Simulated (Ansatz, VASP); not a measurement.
**One calculation of SiO2, two programs**

```xyz
6
Lattice="-2.3740 2.3740 3.7440 2.3740 -2.3740 3.7440 2.3740 2.3740 -3.7440" Properties=species:S:1:pos:R:3 pbc="T T T"
Si    0.0000    0.0000    0.0000
Si    0.0000    2.3740    1.8720
O     1.1870    2.9599    2.8080
O     0.5858    1.1870    0.9360
O    -1.1870    1.7882    2.8080
O    -0.5858    3.5611    0.9360
```

Alike in both runs: task relaxation of the atoms; functional LDA; k mesh 8 × 8 × 8; occupations gaussian, width 0.02 eV; no spin polarisation.

|  | VASP | Ansatz |
| --- | --- | --- |
| version | VASP 6.6.1 | Ansatz 0.2.0 |
| potentials or method | VASP PAW LDA potentials, release 64 (Si, O), cutoff 520 eV | scalar-relativistic, plane waves, PAW |
| valence electrons in the cell | 32 | 32 |

```csv
,VASP,Ansatz,Ansatz less VASP
"gap on the k mesh at the Fermi level, each at its own relaxed structure (eV)",5.86,5.86,+0.004
```

LDA's correlation is that of Perdew and Zunger in VASP and of Perdew and Wang (1992) in Ansatz. Ansatz's warnings: stress scf threshold loose.
